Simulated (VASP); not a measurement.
# Si (Fd-3m) in VASP: notebook, part 2 of 2

VASP 6.6.1.

## Step 4: Vibrations by perturbation theory, PBE

The input, INCAR:

```
SYSTEM = Si
  ALGO = Normal
  EDIFF = 1E-8
  ENCUT = 500
  GGA = PE
  GGA_COMPAT = .False.
  IBRION = 8
  ISIF = 2
  ISMEAR = 0
  LASPH = .True.
  LCHARG = .False.
  LEPSILON = .True.
  LREAL = .False.
  LWAVE = .False.
  NELM = 120
  NSW = 1
  PREC = Accurate
  SIGMA = 0.01
```

The input, KPOINTS:

```
k-points
0
Gamma
  7 7 7
  0 0 0
```

The input, POSCAR:

```
Si
1.0
    0.0000000000      2.7218510000      2.7218510000
    2.7218510000      0.0000000000      2.7218510000
    2.7218510000      2.7218510000      0.0000000000
Si
2
Direct
    0.2500000000      0.2500000000      0.2500000000
    0.0000000000      0.0000000000      0.0000000000
```

Potentials or basis: VASP PAW PBE potentials, release 64 (Si).

Started as:

```sh
$ cat potpaw_PBE.64/Si/POTCAR > POTCAR
$ mpirun -np 1 vasp_std > vasp.out
```

OUTCAR:

```text
SYSTEM = Si
   EDIFF = 1E-8
   ENCUT = 500
   GGA = PE
   IBRION = 8
   ISIF = 2
   ISMEAR = 0
   LASPH = .True.
   LEPSILON = .True.
   LREAL = .False.
   NELM = 120
   NSW = 1
   PREC = Accurate

 ion  position               nearest neighbor table
   1  0.250  0.250  0.250-   2 2.36   2 2.36   2 2.36   2 2.36
   2  0.000  0.000  0.000-   1 2.36   1 2.36   1 2.36   1 2.36

  LATTYP: Found a face centered cubic cell.
 ALAT       =     5.4437020000

  Lattice vectors:

 A1 = (   0.0000000000,   2.7218510000,   2.7218510000)
 A2 = (   2.7218510000,   0.0000000000,   2.7218510000)
 A3 = (   2.7218510000,   2.7218510000,   0.0000000000)

Analysis of symmetry for initial positions (statically):
[... 511 lines left out ...]
  z    -0.00000    -0.00000     0.00000     9.31760     0.00000     0.00000

 SECOND DERIVATIVES (NOT SYMMETRIZED)
 ------------------------------------
               1X          1Y          1Z          2X          2Y          2Z
  1X   -13.442325    0.000000    0.000000   13.442325    0.000000    0.000000
  1Y     0.000000  -13.442325    0.000000    0.000000   13.442325    0.000000
  1Z     0.000000    0.000000  -13.442325    0.000000    0.000000   13.442325
  2X    13.442325    0.000000    0.000000  -13.442325    0.000000    0.000000
  2Y     0.000000   13.442325    0.000000    0.000000  -13.442325    0.000000
  2Z     0.000000    0.000000   13.442325    0.000000    0.000000  -13.442325

 Eigenvectors and eigenvalues of the dynamical matrix
 ----------------------------------------------------

   1 f  =   15.295572 THz    96.104910 2PiTHz  510.205347 cm-1    63.257372 meV
             X         Y         Z           dx          dy          dz
      1.360926  1.360926  1.360926     0.000000   -0.707107    0.000000
      0.000000  0.000000  0.000000     0.000000    0.707107    0.000000
[... 21 lines left out ...]
   6 f  =    0.000000 THz     0.000000 2PiTHz    0.000000 cm-1     0.000000 meV
             X         Y         Z           dx          dy          dz
      1.360926  1.360926  1.360926     0.000000    0.000000    0.707107
      0.000000  0.000000  0.000000     0.000000    0.000000    0.707107

--------------------------------------------------------------------------------------------------------

 MACROSCOPIC STATIC DIELECTRIC TENSOR IONIC CONTRIBUTION
 ------------------------------------------------------
           0.000000    -0.000000     0.000000
          -0.000000     0.000000    -0.000000
           0.000000    -0.000000     0.000000
 ------------------------------------------------------

 ELASTIC MODULI CONTR FROM IONIC RELAXATION (kBar)
 Direction    XX          YY          ZZ          XY          YZ          ZX
 --------------------------------------------------------------------------------
 XX          -0.0000     -0.0000     -0.0000      0.0000      0.0000     -0.0000
 YY          -0.0000     -0.0000     -0.0000      0.0000      0.0000      0.0000
 ZZ          -0.0000     -0.0000     -0.0000      0.0000      0.0000     -0.0000
 XY           0.0000      0.0000      0.0000   -256.5791      0.0000      0.0000
 YZ           0.0000      0.0000      0.0000      0.0000   -256.5791      0.0000
 ZX          -0.0000      0.0000     -0.0000      0.0000      0.0000   -256.5791
 --------------------------------------------------------------------------------

 PIEZOELECTRIC TENSOR IONIC CONTR  for field in x, y, z        (C/m^2)
          XX          YY          ZZ          XY          YZ          ZX
  --------------------------------------------------------------------------------
  x    -0.00000    -0.00000    -0.00000     0.00000     0.00000    -0.00000
  y     0.00000     0.00000     0.00000     0.00000     0.00000     0.00000
  z    -0.00000    -0.00000    -0.00000     0.00000     0.00000    -0.00000
```

stdout:

```text
POSCAR found type information on POSCAR Si
 POSCAR found :  1 types and       2 ions
 scaLAPACK will be used
 LDA part: xc-table for (Slater+PW92), standard interpolation
 POSCAR, INCAR and KPOINTS ok, starting setup
 FFT: planning ... GRIDC
 FFT: planning ... GRID_SOFT
 FFT: planning ... GRID
 WAVECAR not read
 entering main loop
 Linear response reoptimize wavefunctions to high precision
 Linear response G [H, r] |phi>, progress :
  Direction:   1
 Linear response G [H, r] |phi>, progress :
  Direction:   2
 Linear response G [H, r] |phi>, progress :
  Direction:   3
 Linear response to external field (no local field effect), progress :
  Direction:   1
 dielectric tensor                  component  1 :    19.354    11.049     2.249
 Linear response to external field (no local field effect), progress :
  Direction:   2
 dielectric tensor                  component  2 :    11.049    19.440    -2.392
 Linear response to external field (no local field effect), progress :
  Direction:   3
 dielectric tensor                  component  3 :     2.249    -2.392     7.715
 Linear response to external field, progress :
  Direction:   1
 dielectric tensor                  component  1 :    14.875     7.762     1.937
 Linear response to external field, progress :
  Direction:   2
 dielectric tensor                  component  2 :     7.502    14.875    -1.806
 Linear response to external field, progress :
  Direction:   3
 dielectric tensor                  component  3 :     1.683     4.013    14.875
 Linear response DOF=           1
 Linear response progress:
 first order change of Fermi-energy   0.11275E-03
 force on displaced ion       1 direction 1 : -13.442   0.000   0.000
 Born effective charge ion    1 direction 1 :  -0.179   0.000   0.000
 Born effective charges drift removed
 Linear response finished
```

Run time: 63 s. Hardware: 1 thread of AMD EPYC 9R45 (Zen 5), shared host; peak memory 0.15 GiB.

What came out:

```
Electronic dielectric tensor (diagonal) : 14.88
Born charges (mean of the diagonal)     : Si +0.00 e
Highest phonon frequency at Γ           : 510 cm⁻¹
```

Phonon frequencies in cm⁻¹ (negative: imaginary):
```
              q point        frequencies
(0.000, 0.000, 0.000)  0 0 0 510 510 510
```

Electronic dielectric tensor:
```
14.88  0.00  0.00
 0.00 14.88  0.00
 0.00  0.00 14.88
```

Born effective charge tensors (e):
atom 1, Si
```
0.00 0.00 0.00
0.00 0.00 0.00
0.00 0.00 0.00
```
atom 2, Si
```
0.00 0.00 0.00
0.00 0.00 0.00
0.00 0.00 0.00
```

Caveat: the cell wasn't relaxed at this level first, which shifts response properties.

## Step 5: Vibrations by perturbation theory, PBE

The input, INCAR:

```
ALGO = Normal ; EDIFF = 1E-8
ENCUT = 500 ; GGA = PE
GGA_COMPAT = False ; IBRION = 8
ISIF = 2 ; ISMEAR = 0
LASPH = True ; LCHARG = False
LEPSILON = True ; LREAL = False
LWAVE = False ; NBANDS = 11
NELM = 120 ; NSW = 1
PREC = Accurate ; SIGMA = 0.01
```

The input, KPOINTS:

```
k-points
0
Gamma
  7 7 7
```

POSCAR is that of step 4.

Potentials or basis: VASP PAW PBE potentials, release 64 (Si).

Started as:

```sh
$ cat potpaw_PBE.64/Si/POTCAR > POTCAR
$ mpirun -np 1 vasp_std > vasp.out
```

OUTCAR:

```text
EDIFF = 1E-8
   ENCUT = 500
   GGA = PE
   IBRION = 8
   ISIF = 2
   ISMEAR = 0
   LASPH = True
   LEPSILON = True
   LREAL = False
   NELM = 120
   NSW = 1
   PREC = Accurate

 ion  position               nearest neighbor table
   1  0.250  0.250  0.250-   2 2.36   2 2.36   2 2.36   2 2.36
   2  0.000  0.000  0.000-   1 2.36   1 2.36   1 2.36   1 2.36

  LATTYP: Found a face centered cubic cell.
 ALAT       =     5.4437020000

  Lattice vectors:

 A1 = (   0.0000000000,   2.7218510000,   2.7218510000)
 A2 = (   2.7218510000,   0.0000000000,   2.7218510000)
 A3 = (   2.7218510000,   2.7218510000,   0.0000000000)

Analysis of symmetry for initial positions (statically):
=====================================================================
 Subroutine PRICEL returns:
 Original cell was already a primitive cell.

 Routine SETGRP: Setting up the symmetry group for a
 face centered cubic supercell.

 Subroutine GETGRP returns: Found 48 space group operations
 (whereof 24 operations were pure point group operations)
 out of a pool of 48 trial point group operations.

The static configuration has the point symmetry T_d .
 The point group associated with its full space group is O_h .

Analysis of symmetry for dynamics (positions and initial velocities):
=====================================================================
 Subroutine PRICEL returns:
 Original cell was already a primitive cell.

 Routine SETGRP: Setting up the symmetry group for a
 face centered cubic supercell.
[... 526 lines left out ...]

 PIEZOELECTRIC TENSOR (including local field effects)  for field in x, y, z        (C/m^2)
          XX          YY          ZZ          XY          YZ          ZX
  --------------------------------------------------------------------------------
  x     0.00000     0.00000     0.00000     0.00000     0.00000     0.00000
  y     0.00000    -0.00000    -0.00000     0.00000     0.00000     0.00000
  z     0.00000     0.00000    -0.00000    -0.00000     0.00000     0.00000

 BORN EFFECTIVE CHARGES (including local field effects) (in |e|, cummulative output)
 ---------------------------------------------------------------------------------
 ion    1
    1    -0.00000     0.00000    -0.00000
    2    -0.00000    -0.00000     0.00000
    3    -0.00000     0.00000    -0.00000
 ion    2
    1     0.00000    -0.00000     0.00000
    2     0.00000     0.00000     0.00000
    3     0.00000    -0.00000     0.00000

 INTERNAL STRAIN TENSOR FOR ION    2 for displacements in x,y,z  (eV/Angst):
          X           Y           Z          XY          YZ          ZX
  --------------------------------------------------------------------------------
  x     0.00000    -0.00000    -0.00000     0.00000     9.31764     0.00000
  y     0.00000     0.00000     0.00000     0.00000     0.00000     9.31764
  z    -0.00000    -0.00000     0.00000     9.31764     0.00000     0.00000

 SECOND DERIVATIVES (NOT SYMMETRIZED)
 ------------------------------------
               1X          1Y          1Z          2X          2Y          2Z
  1X   -13.442268    0.000000    0.000000   13.442268    0.000000    0.000000
  1Y     0.000000  -13.442268    0.000000    0.000000   13.442268    0.000000
  1Z     0.000000    0.000000  -13.442268    0.000000    0.000000   13.442268
  2X    13.442268    0.000000    0.000000  -13.442268    0.000000    0.000000
  2Y     0.000000   13.442268    0.000000    0.000000  -13.442268    0.000000
  2Z     0.000000    0.000000   13.442268    0.000000    0.000000  -13.442268

 Eigenvectors and eigenvalues of the dynamical matrix
 ----------------------------------------------------

   1 f  =   15.295539 THz    96.104704 2PiTHz  510.204255 cm-1    63.257237 meV
             X         Y         Z           dx          dy          dz
      1.360926  1.360926  1.360926     0.000000   -0.707107    0.000000
      0.000000  0.000000  0.000000     0.000000    0.707107    0.000000
[... 21 lines left out ...]
   6 f  =    0.000000 THz     0.000000 2PiTHz    0.000000 cm-1     0.000000 meV
             X         Y         Z           dx          dy          dz
      1.360926  1.360926  1.360926     0.000000    0.000000    0.707107
      0.000000  0.000000  0.000000     0.000000    0.000000    0.707107

--------------------------------------------------------------------------------------------------------

 MACROSCOPIC STATIC DIELECTRIC TENSOR IONIC CONTRIBUTION
 ------------------------------------------------------
           0.000000     0.000000     0.000000
           0.000000     0.000000    -0.000000
           0.000000    -0.000000     0.000000
 ------------------------------------------------------

 ELASTIC MODULI CONTR FROM IONIC RELAXATION (kBar)
 Direction    XX          YY          ZZ          XY          YZ          ZX
 --------------------------------------------------------------------------------
 XX          -0.0000     -0.0000     -0.0000      0.0000      0.0000     -0.0000
 YY          -0.0000     -0.0000     -0.0000      0.0000      0.0000      0.0000
 ZZ          -0.0000     -0.0000     -0.0000      0.0000      0.0000     -0.0000
 XY           0.0000      0.0000      0.0000   -256.5824      0.0000      0.0000
 YZ           0.0000      0.0000      0.0000      0.0000   -256.5824      0.0000
 ZX          -0.0000      0.0000     -0.0000      0.0000      0.0000   -256.5824
 --------------------------------------------------------------------------------

 PIEZOELECTRIC TENSOR IONIC CONTR  for field in x, y, z        (C/m^2)
          XX          YY          ZZ          XY          YZ          ZX
  --------------------------------------------------------------------------------
  x    -0.00000    -0.00000    -0.00000     0.00000     0.00000    -0.00000
  y     0.00000    -0.00000     0.00000     0.00000     0.00000     0.00000
  z    -0.00000    -0.00000    -0.00000     0.00000     0.00000    -0.00000
```

OSZICAR:

```text
N       E                     dE             d eps       ncg     rms          rms(c)
DAV:   1     0.593873361424E+01    0.59387E+01   -0.32104E+03   440   0.555E+02
DAV:   2    -0.105191598543E+02   -0.16458E+02   -0.15731E+02   630   0.827E+01
DAV:   3    -0.110120460910E+02   -0.49289E+00   -0.49116E+00   544   0.119E+01
DAV:   4    -0.110159731254E+02   -0.39270E-02   -0.39265E-02   527   0.140E+00
DAV:   5    -0.110160138203E+02   -0.40695E-04   -0.40695E-04   573   0.127E-01    0.484E+00
[... 141 lines left out ...]
RMM:   7    -0.174046022436E-01    0.17260E-05   -0.57012E-07  2358   0.706E-04    0.621E-05
RMM:   8    -0.174046748322E-01   -0.72589E-07   -0.22487E-07  2503   0.976E-05    0.416E-05
RMM:   9    -0.174045971539E-01    0.77678E-07   -0.16011E-07  2412   0.600E-05    0.604E-06
RMM:  10    -0.174045744978E-01    0.22656E-07    0.21736E-08  2546   0.143E-05    0.615E-06
RMM:  11    -0.174045731729E-01    0.13249E-08   -0.10337E-08  2424   0.980E-06    0.523E-07
 Linear response finished
```

stdout:

```text
POSCAR found type information on POSCAR Si
 POSCAR found :  1 types and       2 ions
 scaLAPACK will be used
 LDA part: xc-table for (Slater+PW92), standard interpolation
 POSCAR, INCAR and KPOINTS ok, starting setup
 FFT: planning ... GRIDC
 FFT: planning ... GRID_SOFT
 FFT: planning ... GRID
 WAVECAR not read
 entering main loop
 Linear response reoptimize wavefunctions to high precision
 Linear response G [H, r] |phi>, progress :
  Direction:   1
 Linear response G [H, r] |phi>, progress :
  Direction:   2
 Linear response G [H, r] |phi>, progress :
  Direction:   3
 Linear response to external field (no local field effect), progress :
  Direction:   1
 dielectric tensor                  component  1 :    19.354    11.049     2.249
 Linear response to external field (no local field effect), progress :
  Direction:   2
 dielectric tensor                  component  2 :    11.049    19.440    -2.392
 Linear response to external field (no local field effect), progress :
  Direction:   3
 dielectric tensor                  component  3 :     2.249    -2.392     7.715
 Linear response to external field, progress :
  Direction:   1
 dielectric tensor                  component  1 :    14.875     7.762     1.937
 Linear response to external field, progress :
  Direction:   2
 dielectric tensor                  component  2 :     7.502    14.875    -1.806
 Linear response to external field, progress :
  Direction:   3
 dielectric tensor                  component  3 :     1.683     4.013    14.875
 Linear response DOF=           1
 Linear response progress:
 first order change of Fermi-energy   0.11304E-03
 force on displaced ion       1 direction 1 : -13.442   0.000   0.000
 Born effective charge ion    1 direction 1 :  -0.179   0.000   0.000
 Born effective charges drift removed
 Linear response finished
```

Run time: 80 s. Hardware: 1 thread of AMD EPYC 9R45 (Zen 5), shared host; peak memory 0.17 GiB.

Results:

```yaml
Electronic_dielectric_tensor_diagonal: 14.88
Born_charges_mean_of_the_diagonal: Si +0.00 e
Highest_phonon_frequency_at_Γ: 510 cm⁻¹
```

Phonon frequencies in cm⁻¹ (negative: imaginary):
| q point | frequencies |
| --- | --- |
| (0.000, 0.000, 0.000) | 0 0 0 510 510 510 |

Electronic dielectric tensor:
```
14.88  0.00  0.00
 0.00 14.88  0.00
 0.00  0.00 14.88
```

Born effective charge tensors (e):
atom 1, Si
```
0.00 0.00 0.00
0.00 0.00 0.00
0.00 0.00 0.00
```
atom 2, Si
```
0.00 0.00 0.00
0.00 0.00 0.00
0.00 0.00 0.00
```

Caveat: the cell wasn't relaxed at this level first, which shifts response properties.
